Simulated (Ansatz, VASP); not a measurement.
This is a calculation of Co for Ansatz 0.2.0.

File input.yaml:

```yaml
crystal:
  lattice:
    - [2.4371717178, 0.0, 0.0]
    - [-1.2185858589, 2.110652621, 0.0]
    - [0.0, 0.0, 7.978919943]
  atoms:
    - { symbol: Co, position: [0.6666666667, 0.3333333333, 0.75], spin: 2.0 }
    - { symbol: Co, position: [0.0, 0.0, 0.5], spin: 2.0 }
    - { symbol: Co, position: [0.3333333333, 0.6666666667, 0.25], spin: 2.0 }
    - { symbol: Co, position: [0.0, 0.0, 0.0], spin: 2.0 }
hamiltonian:
  xc: r2scan
  pseudopotentials: { kind: paw }
  dispersion: d3bj
magnetization:
  spin_polarized: true
kpoints:
  mp_grid: { grid: [12, 12, 4] }
scf:
  occupations: { method: fermi_dirac, width: 0.05 }
output:
  forces: true
  stress: true
  eigenvalues: true
```

Potentials or basis: Ansatz PAW.

Run with:

```bash
$ ansatz run input.yaml --threads 2 --pin off --max-ram 5120MiB --backend cpu --events-out ev --progress --plain --runs-dir out
```

Question: Translate it to VASP 6.6.1. Potentials there: VASP PAW PBE potentials, release 64 (Co).

Answer: As run (the cutoff follows the program's own potentials):

The input POSCAR:

```
Co
1.0
    2.4371717178      0.0000000000      0.0000000000
   -1.2185858589      2.1106526210      0.0000000000
    0.0000000000      0.0000000000      7.9789199430
Co
4
Direct
    0.6666666667      0.3333333333      0.7500000000
    0.0000000000      0.0000000000      0.5000000000
    0.3333333333      0.6666666667      0.2500000000
    0.0000000000      0.0000000000      0.0000000000
```

Contents of INCAR.step1:

```
SYSTEM = Co
ALGO = Normal ; EDIFF = 1E-4
ENCUT = 520 ; GGA = PE
ISMEAR = -1 ; ISPIN = 2
LASPH = .True. ; LCHARG = .False.
LMAXMIX = 4 ; LREAL = .False.
LWAVE = .True. ; MAGMOM = 2 2 2 2
NBANDS = 30 ; NELM = 150
PREC = Accurate ; SIGMA = 0.05
```

File INCAR.step2:

```
SYSTEM = Co
ALGO = Normal ; EDIFF = 1E-7
ENCUT = 520 ; ISIF = 2
ISMEAR = -1 ; ISPIN = 2
ISTART = 1 ; IVDW = 12
LASPH = .True. ; LCHARG = .False.
LMAXMIX = 4 ; LMIXTAU = .True.
LORBIT = 11 ; LREAL = .False.
LWAVE = .False. ; MAGMOM = 2 2 2 2
METAGGA = R2SCAN ; NBANDS = 30
NELM = 150 ; PREC = Accurate
SIGMA = 0.05 ; VDW_A1 = 0.49484001
VDW_A2 = 5.73083694 ; VDW_S6 = 1.0
VDW_S8 = 0.78981345
```

Contents of KPOINTS:

```
k-points
0
Gamma
  12 12 4
  0 0 0
```

Potentials or basis: VASP PAW PBE potentials, release 64 (Co).

The run is started by

```console
$ cat potpaw_PBE.64/Co/POTCAR > POTCAR
$ cp INCAR.step1 INCAR
$ mpirun -np 1 vasp_std > vasp.out
$ cp INCAR.step2 INCAR
$ mpirun -np 1 vasp_std > vasp.out
```

Both were run:

|  | VASP | Ansatz | Ansatz less VASP |
| --- | --- | --- | --- |
| gap on the k mesh at the Fermi level (eV) | none | none | - |
| pressure (GPa) | 6.8 | 6.8 | +0.05 |
| traceless stress, the component that is largest in VASP (GPa) | -0.86 | -0.83 | +0.030 |
| net moment per atom (μB) | 1.76 | 1.76 | +0.004 |
| size of the moment on the site where the two differ most (μB) | 1.81 | 1.90 | +0.081 |

VASP's potentials were made for PBE, not for r2SCAN. Site moments also hang on the region over which each program counts them. A gap of «none» marks a metal or a gap that the smearing closes. VASP's potentials hold 36 valence electrons a cell and Ansatz's 68, so a difference there can come from the potentials and not from the codes.

Noted on Ansatz's run: the magnetic or orbital state may not be the lowest.
